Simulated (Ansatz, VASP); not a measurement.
Si in VASP and in Ansatz

```
Si
1.0
     0.00000    2.84428    2.62549
     2.84428    0.00000    2.62549
     2.84428    2.84428    0.00000
Si
2
Direct
  0.50000 0.50000 0.50000
  0.75000 0.75000 0.75000
```

Change from the starting cell: strain +0.040 along x and y, -0.040 along z, atoms carried along.

Alike in both runs: task single point; functional PBE; k mesh 8 × 8 × 8; occupations gaussian, width 0.05 eV; no spin polarisation.

|  | VASP | Ansatz |
| --- | --- | --- |
| version | VASP 6.6.1 | Ansatz 0.2.0 |
| potentials or method | VASP PAW PBE potentials, release 64 (Si), cutoff 520 eV | scalar-relativistic, plane waves, PAW |
| valence electrons in the cell | 8 | 8 |

```tsv
	VASP	Ansatz	Ansatz less VASP
gap on the k mesh at the Fermi level (eV)	none	none	-
pressure (GPa)	-3.3	-3.2	+0.07
traceless stress, the component that is largest in VASP (GPa)	4.34	4.33	-0.012
```

A gap of «none» marks a metal or a gap that the smearing closes.
